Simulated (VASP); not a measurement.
Here is a VASP 6.6.1 calculation.

File INCAR:

```
SYSTEM = CaF2
  ALGO = Normal
  EDIFF = 1E-6
  ENCUT = 600
  GGA = PE
  GGA_COMPAT = .False.
  ISIF = 2
  ISMEAR = 0
  LASPH = .True.
  LCHARG = .False.
  LREAL = .False.
  LWAVE = .False.
  NBANDS = 19
  NELM = 120
  PREC = Accurate
  SIGMA = 0.02
```

Contents of KPOINTS:

```
k-points
0
Gamma
  8 8 8
  0 0 0
```

POSCAR

```
CaF2
1.0
    0.0000000000      2.6404361641      2.6404361641
    2.6404361641      0.0000000000      2.6404361641
    2.6404361641      2.6404361641      0.0000000000
Ca F
1 2
Direct
    0.0000000000      0.0000000000      0.0000000000
    0.7500000000      0.7500000000      0.7500000000
    0.2500000000      0.2500000000      0.2500000000
```

Potentials or basis: VASP PAW PBE potentials, release 64 (Ca_sv, F).

Run with:

```sh
$ cat potpaw_PBE.64/Ca_sv/POTCAR potpaw_PBE.64/F/POTCAR > POTCAR
$ mpirun -np 1 vasp_std > vasp.out
```

(1) Estimate the band gap on the k mesh.

(2) Estimate the pressure.

Answers

(1) 7.90 eV (least direct gap 8.17 eV).

(2) 13.7 GPa.

Caveat: the cell stands under pressure.
